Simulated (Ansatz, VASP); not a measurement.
One calculation of GaSb, two programs

Contents of INCAR:

```
PREC = Accurate ; ENCUT = 500
EDIFF = 1E-6 ; ISMEAR = 0
SIGMA = 0.15 ; LREAL = F
LASPH = T ; NELM = 120
ALGO = Normal ; ISIF = 2
LWAVE = F ; LCHARG = F
GGA = PE ; NBANDS = 16
GGA_COMPAT = F
```

Contents of KPOINTS:

```
Automatic mesh
0
Gamma
  12 12 12
```

POSCAR

```
GaSb
1.0
    0.0000000000      2.7651593594      3.2778012631
    3.2778012631      0.0000000000      3.2778012631
    3.2778012631      2.7651593594      0.0000000000
Ga Sb
1 1
Direct
    0.0000000000      0.0000000000      0.0000000000
    0.7500000000      0.7500000000      0.7500000000
```

Input for Ansatz:

```yaml
crystal:
  lattice:
    - [0.0, 2.7651593594, 3.2778012631]
    - [3.2778012631, 0.0, 3.2778012631]
    - [3.2778012631, 2.7651593594, 0.0]
  atoms:
    - { symbol: Ga, position: [0.0, 0.0, 0.0] }
    - { symbol: Sb, position: [0.75, 0.75, 0.75] }
basis:
  ecutwfc: 420
kpoints:
  mp_grid: { grid: [12, 12, 12] }
hamiltonian:
  xc: pbe
scf:
  occupations: { method: gaussian, width: 0.15 }
output:
  forces: true
  stress: true
  eigenvalues: true
```

Change from the starting cell: strain +e along x and -e along y +0.0000, strain +e along z and -e/2 along x and y -0.1100.

Alike in both runs: task single point; functional PBE; k mesh 12 × 12 × 12; occupations gaussian, width 0.15 eV; no spin polarisation.

|  | VASP | Ansatz |
| --- | --- | --- |
| version | VASP 6.6.1 | Ansatz 0.2.0 |
| potentials or method | VASP PAW PBE potentials, release 64 (Ga_d, Sb), cutoff 500 eV | scalar-relativistic, plane waves, PAW |
| valence electrons in the cell | 18 | 28 |

```tsv
	VASP	Ansatz	Ansatz less VASP
gap on the k mesh at the Fermi level (eV)	none	none	-
pressure (GPa)	0.2	0.2	-0.05
traceless stress, the component that is largest in VASP (GPa)	3.15	3.17	+0.017
```

A gap of «none» marks a metal or a gap that the smearing closes. VASP's potentials hold 18 valence electrons a cell and Ansatz's 28, so a difference there can come from the potentials and not from the codes.

Neither program's run includes spin-orbit coupling.
